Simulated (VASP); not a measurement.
# Hf (P6_3/mmc) in VASP: a series of runs, part 2 of 2

VASP 6.6.1. Earlier steps stand in the parts before.

### Step 4. Single point, PBEsol

This run uses another cell than the first one, of 20.70 Å³/atom, 1.102 times its volume.

INCAR

```
SYSTEM = Hf
ALGO = Normal
EDIFF = 1E-6
ENCUT = 520
GGA = PS
ISIF = 2
ISMEAR = -1
LASPH = .TRUE.
LCHARG = .TRUE.
LELF = .TRUE.
LREAL = .FALSE.
LVHAR = .TRUE.
LWAVE = .FALSE.
NBANDS = 17
NELM = 80
PREC = Accurate
SIGMA = 0.05
```

KPOINTS

```
k-points
0
G
  10 10 5
  0 0 0
```

POSCAR

```
Hf
1.0
    3.1145058883      0.0000000000      0.0000000000
   -1.5572529442      2.6972412195      0.0000000000
    0.0000000000      0.0000000000      4.9289117330
Hf
2
Direct
    0.6666666667      0.3333333333      0.7500000000
    0.3333333333      0.6666666667      0.2500000000
```

Potentials or basis: VASP PAW PBE potentials, release 64 (Hf_pv).

Command:

```console
$ cat potpaw_PBE.64/Hf_pv/POTCAR > POTCAR
$ mpirun -np 1 vasp_std > vasp.out
```

OUTCAR:

```text
SYSTEM = Hf
   EDIFF = 1E-6
   ENCUT = 520
   GGA = PS
   ISIF = 2
   ISMEAR = -1
   LASPH = .TRUE.
   LREAL = .FALSE.
   NELM = 80
   PREC = Accurate

 ion  position               nearest neighbor table
   1  0.667  0.333  0.750-   2 3.05   2 3.05   2 3.05   2 3.05   2 3.05   2 3.05
   2  0.333  0.667  0.250-   1 3.05   1 3.05   1 3.05   1 3.05   1 3.05   1 3.05

  LATTYP: Found a hexagonal cell.
 ALAT       =     3.1145058883
 C/A-ratio  =     1.5825661950

  Lattice vectors:

 A1 = (   3.1145058883,   0.0000000000,   0.0000000000)
 A2 = (  -1.5572529442,   2.6972412195,   0.0000000000)
 A3 = (   0.0000000000,   0.0000000000,   4.9289117330)

Analysis of symmetry for initial positions (statically):
=====================================================================
 Subroutine PRICEL returns:
 Original cell was already a primitive cell.

 Routine SETGRP: Setting up the symmetry group for a
 hexagonal supercell.

 Subroutine GETGRP returns: Found 24 space group operations
 (whereof 12 operations were pure point group operations)
 out of a pool of 24 trial point group operations.

The static configuration has the point symmetry D_3d.
 The point group associated with its full space group is D_6h.

Analysis of symmetry for dynamics (positions and initial velocities):
=====================================================================
 Subroutine PRICEL returns:
 Original cell was already a primitive cell.

 Routine SETGRP: Setting up the symmetry group for a
 hexagonal supercell.

 Subroutine GETGRP returns: Found 24 space group operations
 (whereof 12 operations were pure point group operations)
 out of a pool of 24 trial point group operations.

The dynamic configuration has the point symmetry D_3d.
 The point group associated with its full space group is D_6h.

 Subroutine INISYM returns: Found 24 space group operations
 (whereof 12 operations are pure point group operations),
 and found     1 'primitive' translations

----------------------------------------------------------------------------------------

                                     Primitive cell

  volume of cell :      41.4057

  direct lattice vectors                    reciprocal lattice vectors
     3.114505888  0.000000000  0.000000000     0.321078218  0.185374595  0.000000000
    -1.557252944  2.697241219  0.000000000     0.000000000  0.370749191  0.000000000
     0.000000000  0.000000000  4.928911733     0.000000000  0.000000000  0.202884542

  length of vectors
     3.114505888  3.114505888  4.928911733     0.370749191  0.370749191  0.202884542

  position of ions in fractional coordinates (direct lattice)
     0.666666667  0.333333333  0.750000000
     0.333333333  0.666666667  0.250000000

  ion indices of the primitive-cell ions
   primitive index   ion index
                 1           1
                 2           2

----------------------------------------------------------------------------------------

 KPOINTS: k-points

Automatic generation of k-mesh.
 Grid dimensions read from file:
 generate k-points for:   10   10    5

 Generating k-lattice:

  Cartesian coordinates                     Fractional coordinates (reciprocal lattice)
     0.032107822  0.018537460  0.000000000     0.100000000 -0.000000000  0.000000000
     0.000000000  0.037074919  0.000000000     0.000000000  0.100000000  0.000000000
     0.000000000  0.000000000  0.040576908     0.000000000  0.000000000  0.200000000

  Length of vectors
     0.037074919  0.037074919  0.040576908

  Shift w.r.t. Gamma in fractional coordinates (k-lattice)
     0.000000000  0.000000000  0.000000000

 Subroutine IBZKPT returns following result:
 ===========================================

 Found     42 irreducible k-points:

 Following reciprocal coordinates:
            Coordinates               Weight
  0.000000  0.000000  0.000000      1.000000
  0.100000 -0.000000  0.000000      6.000000
  0.200000 -0.000000  0.000000      6.000000
  0.300000  0.000000  0.000000      6.000000
  0.400000 -0.000000  0.000000      6.000000
  0.500000  0.000000  0.000000      3.000000
[... 16 lines left out ...]
  0.300000  0.100000  0.200000     24.000000
  0.400000  0.100000  0.200000     24.000000
 [... further k-points ...]
   k-points           NKPTS =     42   k-points in BZ     NKDIM =     42   number of bands    NBANDS=     17
   number of dos      NEDOS =    301   number of ions     NIONS =      2
   total plane-waves  NPLWV =  23040
   dimension x,y,z NGX =    24 NGY =   24 NGZ =   40
   dimension x,y,z NGXF=    48 NGYF=   48 NGZF=   80
   ions per type =               2
   NGX,Y,Z   is equivalent  to a cutoff of  12.81, 12.81, 13.49 a.u.
   NGXF,Y,Z  is equivalent  to a cutoff of  25.62, 25.62, 26.98 a.u.
 SYSTEM =  Hf
   PREC   = accura    normal or accurate (medium, high low for compatibility)
   ISTART =      0    job   : 0-new  1-cont  2-samecut
   ICHARG =      2    charge: 1-file 2-atom 10-const
   ISPIN  =      1    spin polarized calculation?
   LNONCOLLINEAR =      F non collinear calculations
   LSORBIT =      F    spin-orbit coupling
   LASPH  =      T    aspherical Exc in radial PAW
   ENCUT  =  520.0 eV  38.22 Ry    6.18 a.u.   5.79  5.79  9.16*2*pi/ulx,y,z
   NELM   =     80;   NELMIN=  2; NELMDL= -5     # of ELM steps
   EDIFF  = 0.1E-05   stopping-criterion for ELM
   LREAL  =      F    real-space projection
   EDIFFG = 0.1E-04   stopping-criterion for IOM
   NSW    =      0    number of steps for IOM
   IBRION =     -1    ionic relax: 0-MD 1-quasi-New 2-CG
   NFREE  =      0    steps in history (QN), initial steepest desc. (CG)
   ISIF   =      2    stress and relaxation
   ISYM   =      2    0-nonsym 1-usesym 2-fastsym
   POTIM  = 0.5000    time-step for ionic-motion
   TEBEG  =    0.0;   TEEND  =   0.0 temperature during run
   PSTRESS=    0.0 pullay stress
   NELECT =      20.0000    total number of electrons
   NUPDOWN=      -1.0000    fix difference up-down
   EMIN   =  10.00;   EMAX   =-10.00  energy-range for DOS
   EFERMI =   0.00;   METHOD = LEGACY
   ISMEAR =    -1;   SIGMA  =   0.05  broadening in eV -4-tet -1-fermi 0-gaus
   EFERMI_NEDOS =   21; number of points for ismear=-14 and -15
   IALGO  =     38    algorithm
   IMIX   =      4    mixing-type and parameters
     AMIX     =   0.40;   BMIX     =  1.00
     AMIX_MAG =   1.60;   BMIX_MAG =  1.00
  volume/ion in A,a.u.               =      20.70       139.71
  Fermi-wavevector in a.u.,A,eV,Ry     =   1.284492  2.427338 22.448530  1.649920
  Thomas-Fermi vector in A             =   2.416683
   LORBIT       =      0    0 simple, 1 ext, 2 COOP (PROOUT), +10 PAW based schemes
   GGA     = PS    functional components
   LHFCALC =     F    Hartree Fock is set to
   AEXX    =    0.0000 exact exchange contribution
   IVDW    =     0    specifies the selected vdW correction
   LEPSILON=     F    determine dielectric tensor
   LRPA    =     F    only Hartree local field effects (RPA)
 non-spin polarized calculation
  energy-cutoff  :      520.00
  volume of cell :       41.41
 maximum number of plane-waves:      1130
 NGX is ok and might be reduce to    24
   NGX = 11   NGY = 11   NGZ = 19

 number of electron      19.9999999 magnetization

 Free energy of the ion-electron system (eV)
  ---------------------------------------------------
  ext. energy  EPLUGINS =         0.00000000
  ---------------------------------------------------
  free energy    TOTEN  =       -20.99126490 eV

  energy without entropy =      -20.98342674  energy(sigma->0) =      -20.98734582

 E-fermi :   5.2778     XC(G=0): -11.7508

 val. band max:        5.2137520347   @ k =   0.1000  -0.0000   0.2000
 cond. band min:       5.2918648578   @ k =   0.0000   0.0000   0.4000
 fundamental gap:      0.0781128232
 Fermi energy:         5.2778125936

 k-point     1 :       0.0000    0.0000    0.0000
  band No.  band energies     occupation
      1     -25.6900      2.00000
      2     -24.7247      2.00000
      3     -24.7247      2.00000
      4     -24.5623      2.00000
      5     -24.5611      2.00000
      6     -24.5611      2.00000
[... 9 lines left out ...]
     16       8.0903      0.00000
     17      11.0593      0.00000

 k-point     2 :       0.1000   -0.0000    0.0000
  band No.  band energies     occupation
      1     -25.6566      2.00000
      2     -24.7970      2.00000
      3     -24.7487      2.00000
      4     -24.6372      2.00000
      5     -24.5776      2.00000
      6     -24.5705      2.00000
[... 9 lines left out ...]
     16       7.7844      0.00000
     17      11.3142      0.00000
[... 421 lines left out ...]
 k-point    24 :       0.4000    0.1000    0.2000
  band No.  band energies     occupation
      1     -25.5089      2.00000
      2     -25.3440      2.00000
      3     -25.0988      2.00000
      4     -24.9459      2.00000
      5     -24.8194      2.00000
      6     -24.7299      2.00000
[... 9 lines left out ...]
     16      11.7741      0.00000
     17      12.7070      0.00000

 [... further k-points ...]
[... 5 lines left out ...]
  --------------------------------------------------------------------------------------
  -------------------------------------------------------------------------------------
  Total        1.2036717      1.2036717      1.1743919     -0.0000000      0.0000000      0.0000000
  in kB       46.5756210     46.5756210     45.4426509     -0.0000000      0.0000000      0.0000000
  external PRESSURE =      46.1979643 kB  Pullay stress =       0.0000000 kB

 VOLUME and BASIS-vectors are now :
 -----------------------------------------------------------------------------
  energy-cutoff  :      520.00
  volume of cell :       41.41
      direct lattice vectors                 reciprocal lattice vectors
     3.114505888  0.000000000  0.000000000     0.321078218  0.185374595  0.000000000
    -1.557252944  2.697241219  0.000000000     0.000000000  0.370749191  0.000000000
     0.000000000  0.000000000  4.928911733     0.000000000  0.000000000  0.202884542

 POSITION                                       TOTAL-FORCE (eV/Angst)
 -----------------------------------------------------------------------------------
      1.55725      0.89908      3.69668        -0.000000     -0.000000      0.000000
     -0.00000      1.79816      1.23223         0.000000      0.000000      0.000000
 -----------------------------------------------------------------------------------
    total drift:                               -0.000000      0.000000     -0.000000

  FREE ENERGIE OF THE ION-ELECTRON SYSTEM (eV)
  ---------------------------------------------------
  free  energy   TOTEN  =       -20.9912649027 eV

  energy  without entropy=      -20.9834267382  energy(sigma->0) =      -20.98734582
```

OSZICAR:

```text
N       E                     dE             d eps       ncg     rms          rms(c)
DAV:   1     0.482119967183E+02    0.48212E+02   -0.11485E+04  1436   0.113E+03
DAV:   2    -0.199819397026E+02   -0.68194E+02   -0.66360E+02  1872   0.248E+02
DAV:   3    -0.216809766409E+02   -0.16990E+01   -0.16866E+01  1815   0.265E+01
DAV:   4    -0.216937446874E+02   -0.12768E-01   -0.12761E-01  1765   0.273E+00
DAV:   5    -0.216938602349E+02   -0.11555E-03   -0.11554E-03  1812   0.228E-01    0.685E+01
DAV:   6    -0.211839979623E+02    0.50986E+00   -0.43786E-01  1677   0.425E+00    0.406E+01
DAV:   7    -0.210004451416E+02    0.18355E+00   -0.73470E-01  1729   0.530E+00    0.192E+00
DAV:   8    -0.209911683460E+02    0.92768E-02   -0.45201E-02  1657   0.141E+00    0.279E-01
DAV:   9    -0.209912721666E+02   -0.10382E-03   -0.10440E-03  1915   0.225E-01    0.178E-01
DAV:  10    -0.209912631955E+02    0.89711E-05   -0.40635E-05  1633   0.440E-02    0.167E-01
DAV:  11    -0.209912648089E+02   -0.16134E-05   -0.33933E-06  1730   0.125E-02    0.143E-02
DAV:  12    -0.209912649027E+02   -0.93775E-07   -0.32778E-07   931   0.399E-03
   1 F= -.20991265E+02 E0= -.20987346E+02  d E =-.783816E-02
```

stdout:

```text
POSCAR found type information on POSCAR Hf
 POSCAR found :  1 types and       2 ions
 scaLAPACK will be used
 -----------------------------------------------------------------------------
|                                                                             |
|                                                                             |
|     You enforced a specific xc type in the INCAR file but a different       |
|     I HOPE YOU KNOW WHAT YOU ARE DOING!                                     |
|                                                                             |
 -----------------------------------------------------------------------------

 LDA part: xc-table for (Slater+PW92), standard interpolation
 POSCAR, INCAR and KPOINTS ok, starting setup
 FFT: planning ... GRIDC
 FFT: planning ... GRID_SOFT
 FFT: planning ... GRID
 WAVECAR not read
 entering main loop
```

It took 34 s on 1 thread of AMD EPYC 7R43 (Zen 3), shared host; peak memory 0.13 GiB.

What came out:

* Free energy: -20.9913 eV
* Pressure: 4.6 GPa
* Band gap on the k mesh: zero (band 10 reaches 6.49 eV, above the bottom of band 11 at 4.94 eV)

Caveat: the PAW data sets were made with another functional, which shifts forces and pressure a little; spin-orbit coupling is left out, which moves the levels of the heavy elements.

### Step 5. Overview

```tsv
cell	gap on the mesh (eV)	pressure (GPa)
a = 3.009, b = 3.009, c = 4.792 Å, angles 90.0, 90.0, 120.0°, 2 atoms	none	19.6
a = 3.075, b = 3.075, c = 4.876 Å, angles 90.0, 90.0, 120.0°, 2 atoms	none	9.6
a = 3.115, b = 3.115, c = 4.929 Å, angles 90.0, 90.0, 120.0°, 2 atoms	none	4.6
```

Alike in all rows: task single point; level PBEsol; potentials or basis VASP PAW PBE potentials, release 64 (Hf_pv); no spin polarisation; k mesh 10 × 10 × 5; cutoff (eV) 520; smearing fermi-dirac 0.05 eV.

Caveats: the PAW data sets were made with another functional, which shifts forces and pressure a little; spin-orbit coupling is left out, which moves the levels of the heavy elements.

Total energies depend on the potentials used, so only differences within one code and one set of settings carry meaning.
